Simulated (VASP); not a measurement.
Input of a VASP 6.6.1 run:

The input INCAR:

```
PREC = Accurate
ENCUT = 520
EDIFF = 1E-6
ISMEAR = 0
SIGMA = 0.05
LREAL = F
LASPH = T
NELM = 100
ALGO = Normal
ISIF = 2
LWAVE = F
LCHARG = F
NBANDS = 16
```

File KPOINTS:

```
regular mesh
0
Gamma
  12 12 6
```

Contents of POSCAR:

```
SiC
1.0
    2.9787958993      0.0000000000      0.0000000000
   -1.4893979497      2.5797129215      0.0000000000
    0.0000000000      0.0000000000      5.2802136111
Si C
2 2
Direct
    0.3333333333      0.6666666667      0.0046041256
    0.6666666667      0.3333333333      0.5046041256
    0.3333333333      0.6666666667      0.4252507829
    0.6666666667      0.3333333333      0.9252507829
```

Potentials or basis: VASP PAW LDA potentials, release 64 (Si, C).

Launch:

```sh
$ cat potpaw_LDA.64/Si/POTCAR potpaw_LDA.64/C/POTCAR > POTCAR
$ mpirun -np 1 vasp_std > vasp.out
```

Question: Estimate the pressure.

Answer: 13.6 GPa.

Question: What does it give for the largest force?

Answer: 2.279 eV/Å.

Question: Estimate the band gap on the k mesh.

Answer: 2.24 eV, indirect (least direct gap 4.15 eV).

Stress tensor (GPa, compression positive):
```
 29.12   0.00   0.00
  0.00  29.12   0.00
  0.00   0.00 -17.39
```

Caveat: forces of over 1 eV/Å act on the atoms, so gaps and moduli don't describe the material at rest. A k mesh can miss the band edges.
